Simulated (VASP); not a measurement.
# MgO (CsCl type): single point with PBE

The system is MgO (CsCl type).

```
Mg O
1.0
     2.65987    0.00000    0.00000
     0.00000    2.65987    0.00000
     0.00000    0.00000    2.65987
Mg O
1 1
Cartesian
  0.0000 0.0000 0.0000
  1.3299 1.3299 1.3299
```

```
Program             : VASP 6.6.1
Task                : single point
Functional          : PBE
Potentials or basis : VASP PAW PBE potentials, release 64 (Mg, O)
Cutoff              : 520 eV
k mesh              : 15 × 15 × 15
Occupations         : fermi-dirac, width 0.08 eV
Spin                : no spin polarisation
```

```yaml
Pressure: -0.7 GPa
Band_gap_on_the_k_mesh: 2.26 eV, indirect (least direct gap 3.22 eV)
```

Levels at points of the mesh, in eV from the valence-band top:
```csv
k point,band 1,band 2,band 3,band 4,band 5,band 6,band 7,band 8
"(0.00, 0.00, 0.00)",-18.30,-0.96,-0.96,-0.96,2.26,10.40,10.40,19.83
```

Run time: 23 s on 1 thread of AMD EPYC 7R13, on a shared host, peak memory 0.14 GiB.

A k mesh can miss the band edges. PBE gaps usually lie below the measured ones, often by a third to a half.
